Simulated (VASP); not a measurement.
Set up this calculation in VASP 6.6.1, as the native input.

```yaml
Task: single point
Functional: HSE06
Potentials_or_basis: VASP PAW PBE potentials, release 64 (K_sv, Zn, F)
Cutoff: 520 eV
k_mesh: 4 × 4 × 4
Occupations: gaussian, width 0.01 eV
Spin: no spin polarisation
Dipole_correction: no
Grid_for_exact_exchange_PRECFOCK: Fast
Further_INCAR_settings: ALGO = Normal; EDIFF = 1e-06; NBANDS = 29
Share_of_exact_exchange: 0.25
Screening_parameter: 0.2079 1/Å
```

Crystal: KZnF3.

```
CELL_PARAMETERS angstrom
4.04617 0.00000 0.00000
0.00000 4.04617 0.00000
0.00000 0.00000 4.04617
ATOMIC_POSITIONS crystal
K 0.00000 0.00000 0.00000
Zn 0.50000 0.50000 0.50000
F 0.50000 0.50000 0.00000
F 0.00000 0.50000 0.50000
F 0.50000 0.00000 0.50000
```

One way to write it, as run:

POSCAR

```
KZnF3
1.0
    4.0461680383      0.0000000000      0.0000000000
    0.0000000000      4.0461680383      0.0000000000
    0.0000000000      0.0000000000      4.0461680383
K Zn F
1 1 3
Direct
    0.0000000000      0.0000000000      0.0000000000
    0.5000000000      0.5000000000      0.5000000000
    0.5000000000      0.5000000000      0.0000000000
    0.0000000000      0.5000000000      0.5000000000
    0.5000000000      0.0000000000      0.5000000000
```

INCAR.step1

```
PREC = Accurate
ENCUT = 520
EDIFF = 1E-5
ISMEAR = 0
SIGMA = 0.01
LREAL = False
LASPH = True
NELM = 80
ALGO = Normal
ISIF = 2
LWAVE = True
LCHARG = False
GGA = PE
NBANDS = 29
```

INCAR.step2

```
PREC = Accurate
ENCUT = 520
EDIFF = 1E-6
ISMEAR = 0
SIGMA = 0.01
LREAL = False
LASPH = True
NELM = 80
ALGO = Normal
ISIF = 2
LWAVE = False
LCHARG = False
GGA = PE
LHFCALC = True
HFSCREEN = 0.2079
PRECFOCK = Fast
ISTART = 1
NBANDS = 29
```

KPOINTS

```
Automatic mesh
0
Gamma
  4 4 4
```

Potentials or basis: VASP PAW PBE potentials, release 64 (K_sv, Zn, F).

Run with:

```bash
$ cat potpaw_PBE.64/K_sv/POTCAR potpaw_PBE.64/Zn/POTCAR potpaw_PBE.64/F/POTCAR > POTCAR
$ cp INCAR.step1 INCAR
$ mpirun -np 1 vasp_std > vasp.out
$ cp INCAR.step2 INCAR
$ mpirun -np 1 vasp_std > vasp.out
```

It gave:

```yaml
Pressure: 2.6 GPa
Band_gap_on_the_k_mesh: 6.24 eV (least direct gap 8.02 eV)
```

Caveat: the PAW data sets were made with another functional, which shifts forces and pressure a little.

Run time: 17 min on 1 thread of AMD EPYC 7R13 Processor (Zen 3), with other jobs on the host, peak memory 0.27 GiB.
